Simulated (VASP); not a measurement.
**MoS2: single point with PBEsol**

MoS2:

```xyz
6
Lattice="-3.1414 0.0000 0.0000 -1.5707 -2.7206 0.0000 -2.7486 -1.5869 12.5788" Properties=species:S:1:pos:R:3 pbc="T T T"
Mo   -1.5707   -0.9069    3.1447
Mo   -3.1414   -1.8137    9.4341
S    -1.5707   -0.9069    7.8750
S    -3.1414   -1.8137    1.5856
S    -1.5707   -0.9069   10.9932
S    -3.1414   -1.8137    4.7038
```

```
Program             : VASP 6.6.1
Task                : single point
Functional          : PBEsol
Potentials or basis : VASP PAW PBE potentials, release 64 (Mo_sv, S)
Cutoff              : 520 eV
k mesh              : 10 × 10 × 2
Occupations         : gaussian, width 0.05 eV
Spin                : no spin polarisation
```

| Quantity | Value |
| --- | --- |
| Pressure | 0.5 GPa |
| Largest force | 0.241 eV/Å |
| Band gap on the k mesh | 0.98 eV (least direct gap 1.98 eV) |

Forces in eV/Å, atoms in the order of the input:
```
Mo   0.015  0.009  0.027
Mo  -0.015 -0.009 -0.027
S    0.001  0.000 -0.004
S    0.044  0.025  0.236
S   -0.044 -0.025 -0.236
S   -0.001  0.000  0.004
```

Stress tensor (GPa, compression positive):
```
0.13 0.07 0.34
0.07 0.05 0.19
0.34 0.19 1.39
```

Levels at points of the mesh, in eV from the valence-band top:
| k point | band 22 | band 23 | band 24 | band 25 | band 26 | band 27 | band 28 | band 29 | band 30 | band 31 |
| --- | --- | --- | --- | --- | --- | --- | --- | --- | --- | --- |
| (0.00, 0.00, 0.00) | -2.10 | -2.10 | -1.32 | -1.23 | 0.00 | 2.21 | 2.21 | 2.25 | 2.25 | 2.50 |
| (0.50, 0.00, 0.00) | -2.23 | -1.61 | -1.51 | -1.46 | -1.08 | 1.75 | 1.78 | 2.24 | 2.24 | 3.06 |
| (0.50, 0.50, 0.00) | -2.38 | -1.62 | -1.46 | -1.46 | -1.18 | 1.75 | 1.78 | 2.25 | 2.27 | 3.23 |
| (0.00, 0.00, 0.50) | -2.12 | -2.09 | -2.09 | -0.37 | -0.26 | 2.20 | 2.21 | 2.27 | 2.27 | 2.43 |
| (0.50, 0.00, 0.50) | -2.38 | -1.55 | -1.53 | -1.42 | -1.09 | 1.76 | 1.77 | 2.11 | 2.37 | 3.17 |
| (0.50, 0.50, 0.50) | -2.50 | -1.54 | -1.54 | -1.40 | -1.20 | 1.76 | 1.76 | 2.11 | 2.39 | 3.04 |

Wall time 3.8 min on 1 thread of Intel(R) Xeon(R) Platinum 8259CL CPU @ 2.50GHz (Skylake/Cascade Lake), with other jobs on the host, peak memory 0.34 GiB.

Caveat: the PAW data sets were made with another functional, which shifts forces and pressure a little; this functional lacks dispersion, which binds the layers, so the pressure and a relaxed spacing across them are unreliable. A k mesh can miss the band edges.
